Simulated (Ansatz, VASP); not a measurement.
**One calculation of CaSi3Se4, two programs**

```
Ca Si Se
1.0
     5.62181    0.00000    0.00000
     0.00000    5.62181    0.00000
     0.00000    0.00000    5.62181
Ca Si Se
1 3 4
Direct
  0.50000 0.50000 0.50000
  0.50000 0.00000 0.00000
  0.00000 0.50000 0.00000
  0.00000 0.00000 0.50000
  0.00000 0.50000 0.50000
  0.50000 0.00000 0.50000
  0.50000 0.50000 0.00000
  0.00000 0.00000 0.00000
```

Alike in both runs: functional PBE; k mesh 8 × 8 × 8; occupations gaussian, width 0.1 eV; no spin polarisation.

Ansatz relaxed the structure, and its values are those at the end. VASP's run is a single point on that final structure, the one shown.

|  | VASP | Ansatz |
| --- | --- | --- |
| version | VASP 6.6.1 | Ansatz 0.2.0 |
| potentials or method | VASP PAW PBE potentials, release 64 (Ca_sv, Si, Se), cutoff 520 eV | scalar-relativistic, plane waves, PAW |
| valence electrons in the cell | 46 | 86 |

VASP gave:

- gap on the k mesh at the Fermi level (eV): none
- pressure (GPa): 0.1

Question: Which values does Ansatz return?

Answer: gap on the k mesh at the Fermi level (eV): none; pressure (GPa): 0.0.

A gap of «none» marks a metal or a gap that the smearing closes. VASP's potentials hold 46 valence electrons a cell and Ansatz's 86, so a difference there can come from the potentials and not from the codes.
